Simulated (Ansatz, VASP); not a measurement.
# P in VASP and in Ansatz

File INCAR:

```
SYSTEM = P
PREC     = Accurate       ! precision mode
ENCUT    = 520            ! plane-wave cutoff, eV
EDIFF    = 1E-7           ! SCF threshold, eV
ISMEAR   = 0              ! smearing method
SIGMA    = 0.15           ! smearing width, eV
LREAL    = .False.        ! projectors in reciprocal space
LASPH    = .True.         ! aspherical terms in the spheres
NELM     = 100            ! most SCF steps
ALGO     = Normal         ! electronic algorithm
ISIF     = 2              ! what is computed and relaxed
LWAVE    = .False.        ! write WAVECAR
LCHARG   = .True.         ! write CHGCAR
GGA      = PS             ! functional
LELF     = .True.         ! ELF
LVHAR    = .True.       
NBANDS   = 12             ! bands
```

Contents of KPOINTS:

```
Automatic mesh
0
Gamma
  11 11 6
  0 0 0
```

POSCAR

```
P
1.0
   -4.2729048574      0.0000000000      0.0000000000
    0.0000000000     -4.2729048574      0.0000000000
    0.0000000000      0.0000000000     14.7560000000
P
2
Direct
    0.0000000000      0.0000000000      0.4450393060
    0.0000000000      0.0000000000      0.1483464353
```

Input for Ansatz:

```yaml
crystal:
  lattice:
    - [-4.2729048574, 0.0, 0.0]
    - [0.0, -4.2729048574, 0.0]
    - [0.0, 0.0, 14.756]
  atoms:
    - { symbol: P, position: [0.0, 0.0, 0.445039306] }
    - { symbol: P, position: [0.0, 0.0, 0.1483464353] }
basis:
  ecutwfc: 420
kpoints:
  mp_grid: { grid: [11, 11, 6] }
hamiltonian:
  xc: pbesol
scf:
  occupations: { method: gaussian, width: 0.15 }
output:
  forces: true
  stress: true
  eigenvalues: true
```

Alike in both runs: task single point; functional PBEsol; k mesh 11 × 11 × 6; occupations gaussian, width 0.15 eV; no spin polarisation.

```csv
,VASP,Ansatz
version,VASP 6.6.1,Ansatz 0.2.0
potentials or method,"VASP PAW PBE potentials, release 64 (P), cutoff 520 eV","scalar-relativistic, plane waves, PAW"
valence electrons in the cell,10,10
```

Ansatz gave:

```
gap on the k mesh at the Fermi level (eV) : none
rms of the force components (eV/Å)        : 0.352
```

**Question.** What did VASP give for the same quantities?

**Answer.** gap on the k mesh at the Fermi level (eV): none; rms of the force components (eV/Å): 0.353.

VASP's potentials were made for PBE, not for PBEsol. Atom by atom the forces differ by 0.000 eV/Å (rms over components). A gap of «none» marks a metal or a gap that the smearing closes.
